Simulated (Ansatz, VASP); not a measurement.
SnTe in VASP and in Ansatz

POSCAR

```
SnTe
1.0
    0.0000000000      3.2126470615      3.2126470615
    3.2126470615      0.0000000000      3.2126470615
    3.2126470615      3.2126470615      0.0000000000
Te Sn
1 1
Direct
    0.5000000000      0.5000000000      0.5000000000
    0.0000000000      0.0000000000      0.0000000000
```

INCAR.step1

```
ALGO     = Normal         # electronic algorithm
EDIFF    = 1E-4           # SCF threshold, eV
ENCUT    = 520            # plane-wave cutoff, eV
GGA      = PE             # functional
ISMEAR   = -1             # smearing method
LASPH    = True           # aspherical terms in the spheres
LCHARG   = False          # write CHGCAR
LREAL    = False          # projectors in reciprocal space
LWAVE    = True           # write WAVECAR
NBANDS   = 17             # bands
NELM     = 80             # most SCF steps
PREC     = Accurate       # precision mode
SIGMA    = 0.05           # smearing width, eV
```

The input INCAR.step2:

```
ALGO     = Normal         # electronic algorithm
BPARAM   = 11.95        
CPARAM   = 0.0093       
EDIFF    = 1E-7           # SCF threshold, eV
ENCUT    = 520            # plane-wave cutoff, eV
ISIF     = 2              # what is computed and relaxed
ISMEAR   = -1             # smearing method
ISTART   = 1            
IVDW_NL  = 2            
LASPH    = True           # aspherical terms in the spheres
LCHARG   = False          # write CHGCAR
LMIXTAU  = True         
LREAL    = False          # projectors in reciprocal space
LUSE_VDW = True         
LWAVE    = False          # write WAVECAR
METAGGA  = R2SCAN         # meta-GGA
NBANDS   = 17             # bands
NELM     = 80             # most SCF steps
PREC     = Accurate       # precision mode
SIGMA    = 0.05           # smearing width, eV
```

Contents of KPOINTS:

```
k-points
0
Gamma
  7 7 7
```

File input.yaml:

```yaml
crystal:
  lattice:
    - [0.0, 3.2126470615, 3.2126470615]
    - [3.2126470615, 0.0, 3.2126470615]
    - [3.2126470615, 3.2126470615, 0.0]
  atoms:
    - { symbol: Te, position: [0.5, 0.5, 0.5] }
    - { symbol: Sn, position: [0.0, 0.0, 0.0] }
hamiltonian:
  xc: r2scan
  pseudopotentials: { kind: paw }
  dispersion: rvv10
kpoints:
  mp_grid: { grid: [7, 7, 7] }
scf:
  occupations: { method: fermi_dirac, width: 0.05 }
output:
  forces: true
  stress: true
  eigenvalues: true
```

Alike in both runs: task single point; functional r2SCAN; dispersion rVV10; k mesh 7 × 7 × 7; occupations fermi-dirac, width 0.05 eV; no spin polarisation.

|  | VASP | Ansatz |
| --- | --- | --- |
| version | VASP 6.6.1 | Ansatz 0.2.0 |
| potentials or method | VASP PAW PBE potentials, release 64 (Te, Sn_d) | Ansatz PAW |
| plane-wave cutoff (eV) | 520 | 500 |
| valence electrons in the cell | 20 | 30 |

VASP gave:

| Item | Value |
| --- | --- |
| pressure (GPa) | -1.8 |

**Question.** Which values does Ansatz return?

**Answer.** Pressure (GPa): -1.9.

VASP's potentials were made for PBE, not for r2SCAN. VASP's potentials hold 20 valence electrons a cell and Ansatz's 30, so a difference there can come from the potentials and not from the codes.

Neither program's run includes spin-orbit coupling.
